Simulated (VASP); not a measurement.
# ZnSe (I-4m2) in VASP: notebook

ZnSe is run at these levels: PBEsol; tasks: single point.

All numbers are computed with VASP 6.6.1; they aren't measurements. Logs are shortened: lines on timing, memory, paths and dates and some standing lists are left out, and cuts for length are marked.

**1. The cell of the first run**

It takes space group I-4m2 (No. 119, tetragonal). Conventional cell: a = 3.963 Å, b = 3.963 Å, c = 5.667 Å, α = 90.00°, β = 90.00°, γ = 90.00°. Zn (site symmetry -4m2) has 4 Se at 2.44 Å within 3.2 Å. Se (site symmetry -4m2) has 4 Zn at 2.44 Å within 3.2 Å.

**2. Single point, PBEsol (in-plane strain -0.005, then relaxed in part)**

Contents of INCAR:

```
PREC     = Accurate       # precision mode
ENCUT    = 520            # plane-wave cutoff, eV
EDIFF    = 1E-6           # SCF threshold, eV
ISMEAR   = 0              # smearing method
SIGMA    = 0.01           # smearing width, eV
LREAL    = F              # projectors in reciprocal space
LASPH    = T              # aspherical terms in the spheres
NELM     = 100            # most SCF steps
ALGO     = Normal         # electronic algorithm
ISIF     = 2              # what is computed and relaxed
LWAVE    = F              # write WAVECAR
LCHARG   = F              # write CHGCAR
GGA      = PS             # functional
NBANDS   = 16             # bands
```

Contents of KPOINTS:

```
Automatic mesh
0
Gamma
  8 8 8
```

Contents of POSCAR:

```
ZnSe
1.0
    2.8025095597      2.8025095597      0.0000000000
   -2.8025095597      2.8025095597      0.0000000000
    0.0000000000      2.8025095597      2.8336234408
Zn Se
1 1
Direct
    0.0000000000      0.0000000000      0.0000000000
    0.7500000000      0.2500000000      0.5000000000
```

Potentials or basis: VASP PAW PBE potentials, release 64 (Zn, Se).

Command:

```bash
$ cat potpaw_PBE.64/Zn/POTCAR potpaw_PBE.64/Se/POTCAR > POTCAR
$ mpirun -np 1 vasp_std > vasp.out
```

OUTCAR:

```text
PREC = Accurate
   ENCUT = 520
   EDIFF = 1E-6
   ISMEAR = 0
   LREAL = F
   LASPH = T
   NELM = 100
   ISIF = 2
   GGA = PS

 ion  position               nearest neighbor table
   1  0.000  0.000  0.000-   2 2.44   2 2.44   2 2.44   2 2.44
   2  0.750  0.250  0.500-   1 2.44   1 2.44   1 2.44   1 2.44

  LATTYP: Found a body centered tetragonal cell.
 ALAT       =     3.9633470280
 C/A-ratio  =     1.4299143733

  Lattice vectors:

 A1 = (   2.8025095597,   0.0000000000,  -2.8336234408)
 A2 = (  -2.8025095597,   0.0000000000,  -2.8336234408)
 A3 = (   0.0000000000,   2.8025095597,   2.8336234408)

Analysis of symmetry for initial positions (statically):
=====================================================================
 Subroutine PRICEL returns:
 Original cell was already a primitive cell.

 Routine SETGRP: Setting up the symmetry group for a
 body centered tetragonal supercell.

 Subroutine GETGRP returns: Found  8 space group operations
 (whereof  8 operations were pure point group operations)
 out of a pool of 16 trial point group operations.

The static configuration has the point symmetry D_2d.

Analysis of symmetry for dynamics (positions and initial velocities):
=====================================================================
 Subroutine PRICEL returns:
 Original cell was already a primitive cell.

 Routine SETGRP: Setting up the symmetry group for a
 body centered tetragonal supercell.

 Subroutine GETGRP returns: Found  8 space group operations
 (whereof  8 operations were pure point group operations)
 out of a pool of 16 trial point group operations.

The dynamic configuration has the point symmetry D_2d.

 Subroutine INISYM returns: Found  8 space group operations
 (whereof  8 operations are pure point group operations),
 and found     1 'primitive' translations

----------------------------------------------------------------------------------------

                                     Primitive cell

  volume of cell :      44.5109

  direct lattice vectors                    reciprocal lattice vectors
     2.802509560  2.802509560  0.000000000     0.178411523  0.178411523 -0.176452521
    -2.802509560  2.802509560  0.000000000    -0.178411523  0.178411523 -0.176452521
     0.000000000  2.802509560  2.833623441     0.000000000  0.000000000  0.352905042

  length of vectors
     3.963347028  3.963347028  3.985408591     0.307890948  0.307890948  0.352905042

  position of ions in fractional coordinates (direct lattice)
     0.000000000  0.000000000  0.000000000
     0.750000000  0.250000000  0.500000000

  ion indices of the primitive-cell ions
   primitive index   ion index
                 1           1
                 2           2

----------------------------------------------------------------------------------------

 KPOINTS: Automatic mesh

Automatic generation of k-mesh.
 Grid dimensions read from file:
 generate k-points for:    8    8    8

 Generating k-lattice:

  Cartesian coordinates                     Fractional coordinates (reciprocal lattice)
     0.022301440  0.022301440 -0.022056565     0.125000000  0.000000000  0.000000000
    -0.022301440  0.022301440 -0.022056565     0.000000000  0.125000000  0.000000000
     0.000000000  0.000000000  0.044113130     0.000000000  0.000000000  0.125000000

  Length of vectors
     0.038486368  0.038486368  0.044113130

  Shift w.r.t. Gamma in fractional coordinates (k-lattice)
     0.000000000  0.000000000  0.000000000

 Subroutine IBZKPT returns following result:
 ===========================================

 Found     59 irreducible k-points:

 Following reciprocal coordinates:
            Coordinates               Weight
  0.000000  0.000000  0.000000      1.000000
  0.125000  0.000000 -0.000000      8.000000
  0.250000  0.000000 -0.000000      8.000000
  0.375000  0.000000 -0.000000      8.000000
  0.500000  0.000000 -0.000000      4.000000
  0.125000  0.125000 -0.000000      8.000000
[... 16 lines left out ...]
  0.250000  0.000000  0.125000      4.000000
  0.375000  0.000000  0.125000      8.000000
 [... further k-points ...]
   k-points           NKPTS =     59   k-points in BZ     NKDIM =     59   number of bands    NBANDS=     16
   number of dos      NEDOS =    301   number of ions     NIONS =      2
   total plane-waves  NPLWV =  27000
   dimension x,y,z NGX =    30 NGY =   30 NGZ =   30
   dimension x,y,z NGXF=    60 NGYF=   60 NGZF=   60
   ions per type =               1   1
   NGX,Y,Z   is equivalent  to a cutoff of  12.58, 12.58, 12.51 a.u.
   NGXF,Y,Z  is equivalent  to a cutoff of  25.17, 25.17, 25.03 a.u.
 SYSTEM =  unknown system
   PREC   = accura    normal or accurate (medium, high low for compatibility)
   ISTART =      0    job   : 0-new  1-cont  2-samecut
   ICHARG =      2    charge: 1-file 2-atom 10-const
   ISPIN  =      1    spin polarized calculation?
   LNONCOLLINEAR =      F non collinear calculations
   LSORBIT =      F    spin-orbit coupling
   LASPH  =      T    aspherical Exc in radial PAW
   ENCUT  =  520.0 eV  38.22 Ry    6.18 a.u.   7.37  7.37  7.41*2*pi/ulx,y,z
   NELM   =    100;   NELMIN=  2; NELMDL= -5     # of ELM steps
   EDIFF  = 0.1E-05   stopping-criterion for ELM
   LREAL  =      F    real-space projection
   EDIFFG = 0.1E-04   stopping-criterion for IOM
   NSW    =      0    number of steps for IOM
   IBRION =     -1    ionic relax: 0-MD 1-quasi-New 2-CG
   NFREE  =      0    steps in history (QN), initial steepest desc. (CG)
   ISIF   =      2    stress and relaxation
   ISYM   =      2    0-nonsym 1-usesym 2-fastsym
   POTIM  = 0.5000    time-step for ionic-motion
   TEBEG  =    0.0;   TEEND  =   0.0 temperature during run
   PSTRESS=    0.0 pullay stress
   NELECT =      18.0000    total number of electrons
   NUPDOWN=      -1.0000    fix difference up-down
   EMIN   =  10.00;   EMAX   =-10.00  energy-range for DOS
   EFERMI =   0.00;   METHOD = LEGACY
   ISMEAR =     0;   SIGMA  =   0.01  broadening in eV -4-tet -1-fermi 0-gaus
   EFERMI_NEDOS =   21; number of points for ismear=-14 and -15
   IALGO  =     38    algorithm
   IMIX   =      4    mixing-type and parameters
     AMIX     =   0.40;   BMIX     =  1.00
     AMIX_MAG =   1.60;   BMIX_MAG =  1.00
  volume/ion in A,a.u.               =      22.26       150.19
  Fermi-wavevector in a.u.,A,eV,Ry     =   1.210627  2.287753 19.940927  1.465617
  Thomas-Fermi vector in A             =   2.346167
   LORBIT       =      0    0 simple, 1 ext, 2 COOP (PROOUT), +10 PAW based schemes
   GGA     = PS    functional components
   LHFCALC =     F    Hartree Fock is set to
   AEXX    =    0.0000 exact exchange contribution
   IVDW    =     0    specifies the selected vdW correction
   LEPSILON=     F    determine dielectric tensor
   LRPA    =     F    only Hartree local field effects (RPA)
 non-spin polarized calculation
 Gauss-broadening in eV      SIGMA  =   0.01
  energy-cutoff  :      520.00
  volume of cell :       44.51
 maximum number of plane-waves:      1243
 NGX is ok and might be reduce to    30
   NGX = 15   NGY = 15   NGZ = 15

 number of electron      17.9999994 magnetization

 Free energy of the ion-electron system (eV)
  ---------------------------------------------------
  ext. energy  EPLUGINS =         0.00000000
  ---------------------------------------------------
  free energy    TOTEN  =        -6.77225615 eV

  energy without entropy =       -6.77225615  energy(sigma->0) =       -6.77225615

 E-fermi :   1.8209     XC(G=0):  -9.6281

 val. band max:        1.6953706418   @ k =   0.0000   0.0000   0.0000
 cond. band min:       2.9403564818   @ k =   0.0000   0.0000   0.0000
 fundamental gap:      1.2449858401
 Fermi energy:         1.8208547706

 k-point     1 :       0.0000    0.0000    0.0000
  band No.  band energies     occupation
      1     -11.7507      2.00000
      2      -4.9628      2.00000
      3      -4.9576      2.00000
      4      -4.9576      2.00000
      5      -4.5686      2.00000
      6      -4.5661      2.00000
[... 8 lines left out ...]
     15      13.0502      0.00000
     16      13.2585      0.00000

 k-point     2 :       0.1250    0.0000   -0.0000
  band No.  band energies     occupation
      1     -11.6447      2.00000
      2      -4.9556      2.00000
      3      -4.9440      2.00000
      4      -4.9407      2.00000
      5      -4.5699      2.00000
      6      -4.5679      2.00000
[... 8 lines left out ...]
     15      12.3885      0.00000
     16      12.3969      0.00000

 k-point     3 :       0.2500    0.0000   -0.0000
  band No.  band energies     occupation
      1     -11.3685      2.00000
      2      -4.9100      2.00000
      3      -4.9038      2.00000
      4      -4.9034      2.00000
      5      -4.5675      2.00000
      6      -4.5673      2.00000
[... 8 lines left out ...]
     15      12.0981      0.00000
     16      12.2684      0.00000

 k-point     4 :       0.3750    0.0000   -0.0000
  band No.  band energies     occupation
      1     -11.0565      2.00000
      2      -4.8798      2.00000
      3      -4.8735      2.00000
      4      -4.7093      2.00000
      5      -4.5571      2.00000
      6      -4.5549      2.00000
[... 8 lines left out ...]
     15      13.2044      0.00000
     16      13.2470      0.00000
[... 324 lines left out ...]
 k-point    22 :       0.0000    0.0000    0.1250
  band No.  band energies     occupation
      1     -11.6111      2.00000
      2      -4.9744      2.00000
      3      -4.9260      2.00000
      4      -4.9260      2.00000
      5      -4.5813      2.00000
      6      -4.5588      2.00000
[... 8 lines left out ...]
     15      12.8228      0.00000
     16      13.4778      0.00000

 k-point    23 :       0.2500    0.0000    0.1250
  band No.  band energies     occupation
      1     -11.4797      2.00000
      2      -4.9456      2.00000
      3      -4.9202      2.00000
      4      -4.9093      2.00000
      5      -4.5790      2.00000
      6      -4.5594      2.00000
[... 8 lines left out ...]
     15      12.3239      0.00000
     16      13.5384      0.00000

 k-point    24 :       0.3750    0.0000    0.1250
  band No.  band energies     occupation
      1     -11.1867      2.00000
      2      -4.8865      2.00000
      3      -4.8804      2.00000
      4      -4.8458      2.00000
      5      -4.5804      2.00000
      6      -4.5439      2.00000
[... 8 lines left out ...]
     15      12.9532      0.00000
     16      14.0432      0.00000

 [... further k-points ...]

------------------------ aborting loop because EDIFF is reached ----------------------------------------

  FORCE on cell =-STRESS in cart. coord.  units (eV):
  Direction    XX          YY          ZZ          XY          YZ          ZX
  --------------------------------------------------------------------------------------
  -------------------------------------------------------------------------------------
  Total        0.1883132      0.1883132      0.0764510      0.0000000      0.0000000      0.0000000
  in kB        6.7783650      6.7783650      2.7518673      0.0000000      0.0000000      0.0000000
  external PRESSURE =       5.4361991 kB  Pullay stress =       0.0000000 kB

 VOLUME and BASIS-vectors are now :
 -----------------------------------------------------------------------------
  energy-cutoff  :      520.00
  volume of cell :       44.51
      direct lattice vectors                 reciprocal lattice vectors
     2.802509560  2.802509560  0.000000000     0.178411523  0.178411523 -0.176452521
    -2.802509560  2.802509560  0.000000000    -0.178411523  0.178411523 -0.176452521
     0.000000000  2.802509560  2.833623441     0.000000000  0.000000000  0.352905042

 POSITION                                       TOTAL-FORCE (eV/Angst)
 -----------------------------------------------------------------------------------
      0.00000      0.00000      0.00000         0.000000      0.000000      0.000000
      1.40125      4.20376      1.41681        -0.000000     -0.000000      0.000000
 -----------------------------------------------------------------------------------
    total drift:                               -0.000000     -0.000000     -0.000000

  FREE ENERGIE OF THE ION-ELECTRON SYSTEM (eV)
  ---------------------------------------------------
  free  energy   TOTEN  =        -6.7722561516 eV

  energy  without entropy=       -6.7722561516  energy(sigma->0) =       -6.77225615
```

Run time: 35 s. Hardware: 1 thread of Intel Xeon Platinum 8488C (Sapphire Rapids), shared host; peak memory 0.19 GiB.

What came out:

* Free energy: -6.7723 eV
* Pressure: 0.5 GPa
* Band gap on the k mesh: 1.25 eV

Stress tensor (GPa, compression positive):
```
0.68 0.00 0.00
0.00 0.68 0.00
0.00 0.00 0.28
```

Caveat: the cell differs from its parent crystal (in-plane strain -0.005, then relaxed in part); the PAW data sets were made with another functional, which shifts forces and pressure a little.

(Part 1 of 2 ends here.)
